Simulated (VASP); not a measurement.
# TaN in VASP: single point with PBE

Aim: the single point of TaN with PBE.

Everything below comes from runs of VASP 6.6.1. Logs are shortened: lines on timing, memory, paths and dates and some standing lists are left out, and cuts for length are marked.

## (1) The cell of the first run

The cell holds a slab with vacuum, 18 atoms: a = 2.911 Å, b = 5.196 Å, c = 30.000 Å, α = 90.00°, β = 90.00°, γ = 90.00°.

## (2) Single point, PBE

INCAR

```
SYSTEM = TaN
  PREC = Accurate
  ENCUT = 520
  EDIFF = 1E-7
  ISMEAR = 0
  SIGMA = 0.05
  LREAL = Auto
  LASPH = .True.
  NELM = 60
  ALGO = Fast
  ISIF = 2
  LWAVE = .False.
  LCHARG = .False.
  LDIPOL = .True.
  IDIPOL = 3
  DIPOL = 0.5 0.5 0.501
  GGA = PE
  NBANDS = 87
```

KPOINTS

```
Automatic mesh
0
Gamma
  9 5 1
  0 0 0
```

POSCAR

```
TaN
1.0
    2.9110000000      0.0000000000      0.0000000000
    0.0000000000      5.1960008700      0.0000000000
    0.0000000000      0.0000000000     29.9996500024
Ta N
9 9
Direct
    0.0000000000      0.5000000000      0.3000035000
    0.5000000000      0.0000000000      0.3500026300
    0.5000000000      0.5000000000      0.4000017500
    0.0000000000      0.0000000000      0.4500008800
    0.5000000000      0.5001678377      0.5004150332
    0.5000000000      0.0006919514      0.5507413892
    0.0000000000      0.4969108745      0.6022604063
    0.5000000000      0.0020896089      0.6512633781
    0.5000000000      0.5233673240      0.6966284236
    0.0000000000      0.8928500000      0.3000035000
    0.0000000000      0.3035750000      0.3589299700
    0.0000000000      0.8035750000      0.3910744100
    0.0000000000      0.3928500000      0.4500008800
    0.0000000000      0.8049993167      0.5093881089
    0.0000000000      0.3054783183      0.5424026287
    0.0000000000      0.8909369622      0.6010762133
    0.0000000000      0.2987438324      0.6633184051
    0.0000000000      0.8052727827      0.6927905515
```

Potentials or basis: VASP PAW PBE potentials, release 64 (Ta_pv, N).

Command:

```bash
cat potpaw_PBE.64/Ta_pv/POTCAR potpaw_PBE.64/N/POTCAR > POTCAR
mpirun -np 1 vasp_std > vasp.out
```

OUTCAR:

```text
SYSTEM = TaN
   PREC = Accurate
   ENCUT = 520
   EDIFF = 1E-7
   ISMEAR = 0
   LREAL = Auto
   LASPH = .True.
   NELM = 60
   ISIF = 2
   GGA = PE

 ion  position               nearest neighbor table
   1  0.000  0.500  0.300-  10 2.04  11 2.04   3 3.33   3 3.33   2 3.33   2 3.33   2 3.33   2 3.33

   2  0.500  0.000  0.350-  12 2.16  12 2.16  11 2.16  11 2.16  10 2.16  10 2.16   3 3.00   3 3.00
                             4 3.33   4 3.33   1 3.33   1 3.33   1 3.33   1 3.33
   3  0.500  0.500  0.400-  11 2.16  11 2.16  12 2.16  12 2.16  13 2.16  13 2.16   2 3.00   2 3.00
                             5 3.01   1 3.33   1 3.33   4 3.33   4 3.33   4 3.33   4 3.33
   4  0.000  0.000  0.450-  13 2.04  12 2.04  14 2.05   2 3.33   2 3.33   3 3.33   3 3.33   3 3.33
                             3 3.33   5 3.34   5 3.34   5 3.34   5 3.34   6 3.35   6 3.35
   5  0.500  0.500  0.500-  14 2.17  14 2.17  13 2.17  13 2.17  15 2.17  15 2.17   6 3.00   6 3.01
                             3 3.01   4 3.34   4 3.34   4 3.34   4 3.34   7 3.38   7 3.38
   6  0.500  0.001  0.551-  15 2.17  15 2.17  14 2.17  14 2.17  16 2.17  16 2.17   5 3.00   5 3.01
                             8 3.02   7 3.34   7 3.34   4 3.35   4 3.35   7 3.37   7 3.37
   7  0.000  0.497  0.602-  16 2.05  15 2.05  17 2.10   9 3.19   9 3.19   8 3.30   8 3.30   6 3.34
                             6 3.34   8 3.34   8 3.34   6 3.37   6 3.37   5 3.38   5 3.38
   8  0.500  0.002  0.651-  17 2.15  17 2.15  18 2.17  18 2.17  16 2.17  16 2.17   9 2.84   6 3.02
                             9 3.03   7 3.30   7 3.30   7 3.34   7 3.34
   9  0.500  0.523  0.697-  18 2.07  18 2.07  17 2.12  17 2.12   8 2.84   8 3.03   7 3.19   7 3.19

  10  0.000  0.893  0.300-   1 2.04   2 2.16   2 2.16
  11  0.000  0.304  0.359-   1 2.04   3 2.16   3 2.16   2 2.16   2 2.16
  12  0.000  0.804  0.391-   4 2.04   2 2.16   2 2.16   3 2.16   3 2.16
  13  0.000  0.393  0.450-   4 2.04   3 2.16   3 2.16   5 2.17   5 2.17
  14  0.000  0.805  0.509-   4 2.05   6 2.17   6 2.17   5 2.17   5 2.17
  15  0.000  0.305  0.542-   7 2.05   6 2.17   6 2.17   5 2.17   5 2.17
  16  0.000  0.891  0.601-   7 2.05   8 2.17   8 2.17   6 2.17   6 2.17
  17  0.000  0.299  0.663-   7 2.10   9 2.12   9 2.12   8 2.15   8 2.15
  18  0.000  0.805  0.693-   9 2.07   9 2.07   8 2.17   8 2.17

  LATTYP: Found a simple orthorhombic cell.
 ALAT       =     2.9110000000
 B/A-ratio  =     1.7849539231
 C/A-ratio  =    10.3056166274

  Lattice vectors:

 A1 = (   2.9110000000,   0.0000000000,   0.0000000000)
 A2 = (   0.0000000000,   5.1960008700,   0.0000000000)
 A3 = (   0.0000000000,   0.0000000000,  29.9996500024)

Analysis of symmetry for initial positions (statically):
=====================================================================
 Subroutine PRICEL returns:
 Original cell was already a primitive cell.

 Routine SETGRP: Setting up the symmetry group for a
 simple orthorhombic supercell.

 Subroutine GETGRP returns: Found  2 space group operations
 (whereof  2 operations were pure point group operations)
 out of a pool of  8 trial point group operations.

The static configuration has the point symmetry C_1h.

Analysis of symmetry for dynamics (positions and initial velocities):
=====================================================================
 Subroutine PRICEL returns:
 Original cell was already a primitive cell.

 Routine SETGRP: Setting up the symmetry group for a
 simple orthorhombic supercell.

 Subroutine GETGRP returns: Found  2 space group operations
 (whereof  2 operations were pure point group operations)
 out of a pool of  8 trial point group operations.

The dynamic configuration has the point symmetry C_1h.

 Subroutine INISYM returns: Found  2 space group operations
 (whereof  2 operations are pure point group operations),
 and found     1 'primitive' translations

----------------------------------------------------------------------------------------

                                     Primitive cell

  volume of cell :     453.7615

  direct lattice vectors                    reciprocal lattice vectors
     2.911000000  0.000000000  0.000000000     0.343524562  0.000000000  0.000000000
     0.000000000  5.196000870  0.000000000     0.000000000  0.192455703  0.000000000
     0.000000000  0.000000000 29.999650002     0.000000000  0.000000000  0.033333722

  length of vectors
     2.911000000  5.196000870 29.999650002     0.343524562  0.192455703  0.033333722

  position of ions in fractional coordinates (direct lattice)
     0.000000000  0.500000000  0.300003500
     0.500000000  0.000000000  0.350002630
     0.500000000  0.500000000  0.400001750
     0.000000000  0.000000000  0.450000880
     0.500000000  0.500167838  0.500415033
[... 65 lines left out ...]
  0.222222  0.000000  0.000000      2.000000
  0.333333  0.000000  0.000000      2.000000
  0.444444  0.000000  0.000000      2.000000
  0.000000  0.200000  0.000000      2.000000
  0.111111  0.200000  0.000000      4.000000
  0.222222  0.200000  0.000000      4.000000
  0.333333  0.200000  0.000000      4.000000
  0.444444  0.200000  0.000000      4.000000
  0.000000  0.400000  0.000000      2.000000
  0.111111  0.400000  0.000000      4.000000
  0.222222  0.400000  0.000000      4.000000
  0.333333  0.400000  0.000000      4.000000
  0.444444  0.400000  0.000000      4.000000
   k-points           NKPTS =     15   k-points in BZ     NKDIM =     15   number of bands    NBANDS=     87
   number of dos      NEDOS =    301   number of ions     NIONS =     18
   total plane-waves  NPLWV = 215040
   dimension x,y,z NGX =    24 NGY =   40 NGZ =  224
   dimension x,y,z NGXF=    48 NGYF=   80 NGZF=  448
   ions per type =               9   9
   NGX,Y,Z   is equivalent  to a cutoff of  13.71, 12.80, 12.41 a.u.
   NGXF,Y,Z  is equivalent  to a cutoff of  27.41, 25.60, 24.83 a.u.
 SYSTEM =  TaN
   PREC   = accura    normal or accurate (medium, high low for compatibility)
   ISTART =      0    job   : 0-new  1-cont  2-samecut
   ICHARG =      2    charge: 1-file 2-atom 10-const
   ISPIN  =      1    spin polarized calculation?
   LNONCOLLINEAR =      F non collinear calculations
   LSORBIT =      F    spin-orbit coupling
   LASPH  =      T    aspherical Exc in radial PAW
   ENCUT  =  520.0 eV  38.22 Ry    6.18 a.u.   5.41  9.66 55.78*2*pi/ulx,y,z
   NELM   =     60;   NELMIN=  2; NELMDL= -5     # of ELM steps
   EDIFF  = 0.1E-06   stopping-criterion for ELM
   LREAL  =      T    real-space projection
   EDIFFG = 0.1E-05   stopping-criterion for IOM
   NSW    =      0    number of steps for IOM
   IBRION =     -1    ionic relax: 0-MD 1-quasi-New 2-CG
   NFREE  =      0    steps in history (QN), initial steepest desc. (CG)
   ISIF   =      2    stress and relaxation
   ISYM   =      2    0-nonsym 1-usesym 2-fastsym
   POTIM  = 0.5000    time-step for ionic-motion
   TEBEG  =    0.0;   TEEND  =   0.0 temperature during run
   PSTRESS=    0.0 pullay stress
   NELECT =     144.0000    total number of electrons
   NUPDOWN=      -1.0000    fix difference up-down
   EMIN   =  10.00;   EMAX   =-10.00  energy-range for DOS
   EFERMI =   0.00;   METHOD = LEGACY
   ISMEAR =     0;   SIGMA  =   0.05  broadening in eV -4-tet -1-fermi 0-gaus
   EFERMI_NEDOS =   21; number of points for ismear=-14 and -15
   IALGO  =     68    algorithm
   IMIX   =      4    mixing-type and parameters
     AMIX     =   0.40;   BMIX     =  1.00
     AMIX_MAG =   1.60;   BMIX_MAG =  1.00
  volume/ion in A,a.u.               =      25.21       170.12
  Fermi-wavevector in a.u.,A,eV,Ry     =   1.116657  2.110176 16.965415  1.246923
  Thomas-Fermi vector in A             =   2.253273
   LORBIT       =      0    0 simple, 1 ext, 2 COOP (PROOUT), +10 PAW based schemes
   GGA     = PE    functional components
   LHFCALC =     F    Hartree Fock is set to
   AEXX    =    0.0000 exact exchange contribution
   IVDW    =     0    specifies the selected vdW correction
   LEPSILON=     F    determine dielectric tensor
   LRPA    =     F    only Hartree local field effects (RPA)
 non-spin polarized calculation
 RMM-DIIS sequential band-by-band and
 Gauss-broadening in eV      SIGMA  =   0.05
  energy-cutoff  :      520.00
  volume of cell :      453.76
 maximum number of plane-waves:     12290
 NGX is ok and might be reduce to    24
   NGX = 11   NGY = 19   NGZ =111

 dipolmoment           0.000000      0.000000     -0.037710 electrons x Angstroem

 number of electron     144.0000010 magnetization

 dipolmoment           0.000000      0.000000      0.035255 electrons x Angstroem

 Free energy of the ion-electron system (eV)
  ---------------------------------------------------
  ext. energy  EPLUGINS =         0.00000000
  ---------------------------------------------------
  free energy    TOTEN  =      -196.55627521 eV

  energy without entropy =     -196.54733455  energy(sigma->0) =     -196.55180488

 E-fermi :   1.3051     XC(G=0):  -6.5838

 val. band max:        1.2853334445   @ k =   0.3333   0.0000   0.0000
 cond. band min:       1.3060480278   @ k =   0.2222   0.2000   0.0000
 fundamental gap:      0.0207145834
 Fermi energy:         1.3050667235

 k-point     1 :       0.0000    0.0000    0.0000
  band No.  band energies     occupation
      1     -34.8090      2.00000
      2     -34.7221      2.00000
      3     -34.7073      2.00000
      4     -34.6438      2.00000
      5     -34.5526      2.00000
      6     -34.3972      2.00000
[... 1294 lines left out ...]
     83       4.2953      0.00000
     84       4.3798      0.00000
 [bands above 84 left out]

------------------------ aborting loop because EDIFF is reached ----------------------------------------

 vacuum level on the upper side and lower side of the slab       (xc-potential included)         0.122        -0.280

  FORCE on cell =-STRESS in cart. coord.  units (eV):
  Direction    XX          YY          ZZ          XY          YZ          ZX
  --------------------------------------------------------------------------------------
  -------------------------------------------------------------------------------------
  Total        1.0267610     -0.7504231      0.4140097      0.0000000     -0.8097579      0.0000000
  in kB        3.6253701     -2.6496541      1.4618184      0.0000000     -2.8591581      0.0000000
  external PRESSURE =       0.8125115 kB  Pullay stress =       0.0000000 kB

 VOLUME and BASIS-vectors are now :
 -----------------------------------------------------------------------------
  energy-cutoff  :      520.00
  volume of cell :      453.76
      direct lattice vectors                 reciprocal lattice vectors
     2.911000000  0.000000000  0.000000000     0.343524562  0.000000000  0.000000000
     0.000000000  5.196000870  0.000000000     0.000000000  0.192455703  0.000000000
     0.000000000  0.000000000 29.999650002     0.000000000  0.000000000  0.033333722

 POSITION                                       TOTAL-FORCE (eV/Angst)
 -----------------------------------------------------------------------------------
      0.00000      2.59800      9.00000         0.000000      1.929558      0.178159
      1.45550      0.00000     10.49996         0.000000     -1.184068     -2.072648
      1.45550      2.59800     11.99991         0.000000      0.260542      0.140826
      0.00000      0.00000     13.49987         0.000000     -0.166227      0.107778
      1.45550      2.59887     15.01228         0.000000      0.012331      0.006507
      1.45550      0.00360     16.52205         0.000000      0.005494      0.000487
[... 10 lines left out ...]
      0.00000      1.55227     19.89932         0.000000     -0.001352      0.011202
      0.00000      4.18420     20.78347         0.000000      0.025815     -0.002014
 -----------------------------------------------------------------------------------
    total drift:                                0.000000      0.000397     -0.003227

  FREE ENERGIE OF THE ION-ELECTRON SYSTEM (eV)
  ---------------------------------------------------
  free  energy   TOTEN  =      -196.5562752093 eV

  energy  without entropy=     -196.5473345514  energy(sigma->0) =     -196.55180488

 vacuum level on the upper side and lower side of the slab         5.658         5.252
```

Run time: 62 min. Hardware: 1 thread of Oxide Virtual Turin-like, shared host; peak memory 0.68 GiB.

Results:

```yaml
Free_energy: -196.5563 eV
Largest_force: 2.387 eV/Å
Band_gap_on_the_k_mesh: zero (bands 72 and 73 overlap by 0.77 eV)
```

Forces in eV/Å, atoms in the order of the input:
```
Ta   0.000  1.930  0.178
Ta   0.000 -1.184 -2.073
Ta   0.000  0.261  0.141
Ta   0.000 -0.166  0.108
Ta   0.000  0.012  0.007
Ta   0.000  0.005  0.000
Ta   0.000  0.002  0.006
Ta   0.000 -0.004  0.034
Ta   0.000 -0.011  0.040
N    0.000 -1.325  1.188
N    0.000  0.545 -0.399
N    0.000 -0.113  0.528
N    0.000  0.051  0.241
N    0.000 -0.008  0.000
N    0.000 -0.008 -0.005
N    0.000 -0.011 -0.003
N    0.000 -0.001  0.011
N    0.000  0.026 -0.002
```

Caveat: spin-orbit coupling is left out, which moves the levels of the heavy elements.

The gap in the log of VASP goes by the Fermi energy; the results here count the filled bands.